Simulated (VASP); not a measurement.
## VB4Os: single point with PBE

The system is VB4Os.

```
V B Os
1.0
     2.87749    0.00000    0.00000
    -1.43874    2.49198    0.00000
     0.00000    0.00000    7.45371
V B Os
1 4 1
Direct
  0.00000 0.00000 0.00000
  0.00000 0.00000 0.70948
  0.33333 0.66667 0.79692
  0.33333 0.66667 0.20308
  0.00000 0.00000 0.29052
  0.33333 0.66667 0.50000
```

| Item | Value |
| --- | --- |
| Program | VASP 6.6.1 |
| Task | single point |
| Functional | PBE |
| Potentials or basis | VASP PAW PBE potentials, release 64 (V_sv, B, Os) |
| Cutoff | 520 eV |
| k mesh | 9 × 9 × 3 |
| Occupations | fermi-dirac, width 0.1 eV |
| Spin | collinear spin, ferromagnetic start |
| Starting moments | [1.5, 0.0, 0.0, 0.0, 0.0, 0.0] μB |

```json
{
 "Pressure": "-0.2 GPa",
 "Largest force": "0.054 eV/Å",
 "Net moment": "0.00 μB per cell",
 "Valence electrons inside the program's atomic spheres": "V 11.72; B 1.95, 1.97; Os 7.59"
}
```

Forces on the atoms (eV/Å):
```
V    0.000  0.000  0.000
B    0.000  0.000 -0.054
B    0.000  0.000  0.003
B    0.000  0.000 -0.003
B    0.000  0.000  0.054
Os   0.000  0.000  0.000
```

Stress tensor (GPa, compression positive):
```
-0.53  0.00  0.00
 0.00 -0.53  0.00
 0.00  0.00  0.55
```

Levels at points of the mesh, in eV from the Fermi level:
Spin up:
```tsv
k point	band 15	band 16	band 17	band 18	band 19	band 20
(0.00, 0.00, 0.00)	-0.19	-0.19	0.76	0.76	2.42	2.42
```
Spin down:
```tsv
k point	band 14	band 15	band 16	band 17	band 18	band 19	band 20	band 21
(0.00, 0.00, 0.00)	-2.15	-0.19	-0.19	0.76	0.76	2.42	2.42	4.40
```

Run time: 90 s on 1 thread of Oxide Virtual Turin-like Processor, on a shared host, peak memory 0.2 GiB.

Caveat: spin-orbit coupling is left out, which moves the levels of the heavy elements.
